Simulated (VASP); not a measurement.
Here is a VASP 6.6.1 calculation.

Contents of POSCAR:

```
TiAl
1.0
    3.1558725487      0.0000000000      0.0000000000
    0.0000000000      3.1558725487      0.0000000000
    0.0000000000      0.0000000000      3.1558725487
Ti Al
1 1
Direct
    0.0000000000      0.0000000000      0.0000000000
    0.5000000000      0.5000000000      0.5000000000
```

INCAR.step1

```
ALGO = Normal
EDIFF = 1E-4
ENCUT = 520
GGA = PE
ISMEAR = -1
LASPH = True
LCHARG = False
LREAL = False
LWAVE = True
NBANDS = 14
NELM = 100
PREC = Accurate
SIGMA = 0.05
```

INCAR.step2

```
ALGO = Normal
EDIFF = 1E-6
ENCUT = 520
ISIF = 2
ISMEAR = -1
ISTART = 1
LASPH = True
LCHARG = False
LMIXTAU = True
LREAL = False
LWAVE = False
METAGGA = R2SCAN
NBANDS = 14
NELM = 100
PREC = Accurate
SIGMA = 0.05
```

File KPOINTS:

```
k-points
0
Gamma
  8 8 8
```

Potentials or basis: VASP PAW PBE potentials, release 64 (Ti_sv, Al).

Command:

```console
$ cat potpaw_PBE.64/Ti_sv/POTCAR potpaw_PBE.64/Al/POTCAR > POTCAR
$ cp INCAR.step1 INCAR
$ mpirun -np 1 vasp_std > vasp.out
$ cp INCAR.step2 INCAR
$ mpirun -np 1 vasp_std > vasp.out
```

(1) Predict the band gap on the k mesh.

(2) Predict the pressure.

Answers

(1) zero (an odd number of electrons rules out a gap without spin polarisation).

(2) 2.1 GPa.

Caveat: the PAW data sets were made with another functional, which shifts forces and pressure a little.
